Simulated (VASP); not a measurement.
Wanted: the native input for a VASP 6.6.1 run.

```
Task                   : single point
Functional             : PBEsol
Potentials or basis    : VASP PAW PBE potentials, release 64 (Al, P)
Cutoff                 : 500 eV
k mesh                 : 8 × 8 × 8
Occupations            : gaussian, width 0.01 eV
Spin                   : no spin polarisation
Dipole correction      : no
Further INCAR settings : ALGO = Normal; EDIFF = 1e-06; NBANDS = 11
```

The structure of AlP lies in POSCAR:

```
AlP
1.0
    0.0000000000      2.7351224707      2.7214468584
    2.7351224707      0.0000000000      2.7214468584
    2.7351224707      2.7351224707      0.0000000000
Al P
1 1
Direct
    0.0000000000      0.0000000000      0.0000000000
    0.7500000000      0.7500000000      0.7500000000
```

This cell differs from its parent crystal: z stretched by -0.5 %, x and y held.

These files were run (other wordings do the same):

INCAR

```
SYSTEM = AlP
PREC = Accurate
ENCUT = 500
EDIFF = 1E-6
ISMEAR = 0
SIGMA = 0.01
LREAL = .False.
LASPH = .True.
NELM = 120
ALGO = Normal
ISIF = 2
LWAVE = .False.
LCHARG = .False.
GGA = PS
NBANDS = 11
GGA_COMPAT = .False.
```

KPOINTS

```
regular mesh
0
Gamma
  8 8 8
  0 0 0
```

Potentials or basis: VASP PAW PBE potentials, release 64 (Al, P).

Launch:

```sh
$ cat potpaw_PBE.64/Al/POTCAR potpaw_PBE.64/P/POTCAR > POTCAR
$ mpirun -np 1 vasp_std > vasp.out
```

It gave:

* Pressure: 0.5 GPa
* Band gap on the k mesh: 1.41 eV (least direct gap 3.18 eV)

Caveat: the cell differs from its parent crystal (z stretched by -0.5 %, x and y held); the PAW data sets were made with another functional, which shifts forces and pressure a little.

It took 15 s on 1 thread of Intel(R) Xeon(R) Platinum 8375C CPU @ 2.90GHz (Ice Lake), on a shared host, peak memory 0.16 GiB.
